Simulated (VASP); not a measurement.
Be, 4 atoms in the cell. Symmetry: P6_3/mmc, No. 194, hexagonal system. Conventional cell: a = 2.258 Å, b = 2.258 Å, c = 7.156 Å, α = 90.00°, β = 90.00°, γ = 120.00°. Within 2.9 Å of Be (site symmetry -3m) lie 12 Be at 2.21 to 2.26 Å. Within 2.9 Å of Be (site symmetry -6m2) lie 12 Be at 2.21 to 2.26 Å. 

| Property | Result |
| --- | --- |
| Program | VASP 6.6.1 |
| Task | relaxation of cell and atoms |
| Functional | PBE |
| Potentials or basis | VASP PAW PBE potentials, release 64 (Be) |
| Cutoff | 600 eV |
| k mesh | 21 × 21 × 6 |
| Occupations | gaussian, width 0.1 eV |
| Spin | no spin polarisation |
| Dipole correction | no |
| Further INCAR settings | ALGO = Normal; EDIFF = 1e-06; IBRION = 2; EDIFFG = -0.01; NSW = 100; ISIF = 3 |

Potentials or basis: VASP PAW PBE potentials, release 64 (Be).

Command:

```console
$ cat potpaw_PBE.64/Be/POTCAR > POTCAR
$ mpirun -np 1 vasp_std > vasp.out
```

Hardware: 1 thread of Intel(R) Xeon(R) Platinum 8488C (Sapphire Rapids), on a shared host.

Task: How long does it take, and how much memory?

Result: Wall time 36 s on 1 thread of Intel(R) Xeon(R) Platinum 8488C (Sapphire Rapids) (shared host), peak memory 0.18 GiB. Counts: scf iterations 15, k points 192, ion steps 2.
